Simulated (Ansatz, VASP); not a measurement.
Two plane-wave programs on Re

The input INCAR:

```
PREC = Accurate
ENCUT = 520
EDIFF = 1E-7
ISMEAR = 0
SIGMA = 0.1
LREAL = False
LASPH = True
NELM = 60
ALGO = Normal
ISIF = 2
LWAVE = False
LCHARG = False
GGA = PE
NBANDS = 14
```

File KPOINTS:

```
Automatic mesh
0
Gamma
  15 15 8
```

File POSCAR:

```
Re
1.0
    2.7653363785      0.0000000000      0.0000000000
   -1.3826681893      2.3948515538      0.0000000000
    0.0000000000      0.0000000000      4.4735766300
Re
2
Direct
    0.3333333300      0.6666666700      0.2500000000
    0.6666666700      0.3333333300      0.7600590654
```

Input for Ansatz:

```yaml
crystal:
  lattice:
    - [2.7653363785, 0.0, 0.0]
    - [-1.3826681893, 2.3948515538, 0.0]
    - [0.0, 0.0, 4.47357663]
  atoms:
    - { symbol: Re, position: [0.33333333, 0.66666667, 0.25] }
    - { symbol: Re, position: [0.66666667, 0.33333333, 0.7600590654] }
basis:
  ecutwfc: 420
kpoints:
  mp_grid: { grid: [15, 15, 8] }
hamiltonian:
  xc: pbe
scf:
  occupations: { method: gaussian, width: 0.1 }
output:
  forces: true
  stress: true
  eigenvalues: true
```

Change from the starting cell: one atom moved.

Alike in both runs: task single point; functional PBE; k mesh 15 × 15 × 8; occupations gaussian, width 0.1 eV; no spin polarisation.

```csv
,VASP,Ansatz
version,VASP 6.6.1,Ansatz 0.2.0
potentials or method,"VASP PAW PBE potentials, release 64 (Re), cutoff 520 eV","scalar-relativistic, plane waves, PAW"
valence electrons in the cell,14,30
```

Ansatz gave:

- gap on the k mesh at the Fermi level (eV): none
- pressure (GPa): 3.8
- traceless stress, the component that is largest in VASP (GPa): 0.47
- rms of the force components (eV/Å): 0.099

Estimate VASP's values.

gap on the k mesh at the Fermi level (eV): none; pressure (GPa): 3.3; traceless stress, the component that is largest in VASP (GPa): 0.35; rms of the force components (eV/Å): 0.084.

Atom by atom the forces differ by 0.015 eV/Å (rms over components). A gap of «none» marks a metal or a gap that the smearing closes. The functional is the same, so the differences come from potentials, cutoffs and numerics. VASP's potentials hold 14 valence electrons a cell and Ansatz's 30, so a difference there can come from the potentials and not from the codes.

Neither program's run includes spin-orbit coupling.
